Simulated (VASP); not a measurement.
Crystal: CdF2.

```
Cd F
1.0
     0.00000    2.69400    2.69400
     2.69400    0.00000    2.69400
     2.69400    2.69400    0.00000
Cd F
1 2
Cartesian
  0.0000 0.0000 0.0000
  1.3470 1.3470 1.3470
  4.0410 4.0410 4.0410
```

| Property | Result |
| --- | --- |
| Program | VASP 6.6.1 |
| Task | relaxation of cell and atoms |
| Functional | PBE |
| Dispersion | D3(BJ) |
| Potentials or basis | VASP PAW PBE potentials, release 64 (Cd, F) |
| Cutoff | 600 eV |
| k mesh | 8 × 8 × 8 |
| Occupations | gaussian, width 0.02 eV |
| Spin | no spin polarisation |

At the start: pressure 3.9 GPa; volume 13.03 Å³/atom.

Question: Where does the relaxation end?

Answer: Over 3 steps the energy falls by 5.7 meV/atom and the volume is 13.52 Å³/atom (+3.7 %); space group Fm-3m (No. 225, to 0.05 Å).

The path:
```
step  energy change (eV)  largest force (eV/Å)  pressure (GPa)  volume (Å³)
   1              0.0000                0.0000            3.95        39.10
   2             -0.0160                0.0000           -0.94        40.95
   3             -0.0172                0.0000            0.01        40.55
```

Final structure:
```
Cd F
1.0
     0.00000    2.72680    2.72680
     2.72680    0.00000    2.72680
     2.72680    2.72680    0.00000
Cd F
1 2
Direct
  0.00000 0.00000 0.00000
  0.25000 0.25000 0.25000
  0.75000 0.75000 0.75000
```
